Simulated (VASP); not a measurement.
Write the native input for VASP 6.6.1 that does the following.

| Quantity | Value |
| --- | --- |
| Task | single point |
| Functional | r2SCAN |
| Potentials or basis | VASP PAW PBE potentials, release 64 (Ca_sv, O) |
| Cutoff | 520 eV |
| k mesh | 12 × 12 × 6 |
| Occupations | gaussian, width 0.01 eV |
| Spin | no spin polarisation |
| Dipole correction | no |
| Further INCAR settings | ALGO = Normal; EDIFF = 1e-06; NBANDS = 24 |

The system is CaO.

```
Ca O
1.0
     3.76366    0.00000    0.00000
    -1.88183    3.25943    0.00000
     0.00000    0.00000    4.50967
Ca O
2 2
Cartesian
  0.0000 2.1730 1.1274
  1.8818 1.0865 3.3823
  1.8818 1.0865 1.1274
  0.0000 2.1730 3.3823
```

This cell differs from its parent crystal: strain -5.5%.

These files were run (other wordings do the same):

POSCAR

```
CaO
1.0
    3.7636627637      0.0000000000      0.0000000000
   -1.8818313819      3.2594275647      0.0000000000
    0.0000000000      0.0000000000      4.5096669876
Ca O
2 2
Direct
    0.3333333333      0.6666666667      0.2500000000
    0.6666666667      0.3333333333      0.7500000000
    0.6666666667      0.3333333333      0.2500000000
    0.3333333333      0.6666666667      0.7500000000
```

INCAR.step1

```
SYSTEM = CaO
  PREC = Accurate
  ENCUT = 520
  ISMEAR = 0
  SIGMA = 0.01
  LREAL = .False.
  LASPH = .True.
  NELM = 100
  NBANDS = 24
  GGA = PE
  ALGO = Normal
  EDIFF = 1E-4
  LWAVE = .True.
  LCHARG = .False.
```

INCAR.step2

```
SYSTEM = CaO
  PREC = Accurate
  ENCUT = 520
  EDIFF = 1E-6
  ISMEAR = 0
  SIGMA = 0.01
  LREAL = .False.
  LASPH = .True.
  NELM = 100
  ALGO = Normal
  ISIF = 2
  LWAVE = .False.
  LCHARG = .False.
  METAGGA = R2SCAN
  LMIXTAU = .True.
  NBANDS = 24
  ISTART = 1
```

KPOINTS

```
Automatic mesh
0
Gamma
  12 12 6
  0 0 0
```

Potentials or basis: VASP PAW PBE potentials, release 64 (Ca_sv, O).

Run with:

```sh
$ cat potpaw_PBE.64/Ca_sv/POTCAR potpaw_PBE.64/O/POTCAR > POTCAR
$ cp INCAR.step1 INCAR
$ mpirun -np 1 vasp_std > vasp.out
$ cp INCAR.step2 INCAR
$ mpirun -np 1 vasp_std > vasp.out
```

It gave:

The pressure is 24.5 GPa. The band gap on the k mesh is 4.20 eV.

Caveat: the cell differs from its parent crystal (strain -5.5%); the cell stands under pressure; the PAW data sets were made with another functional, which shifts forces and pressure a little.

It took 3.8 min on 1 thread of AMD EPYC 9R14 (Zen 4), with other jobs on the host, peak memory 0.2 GiB.
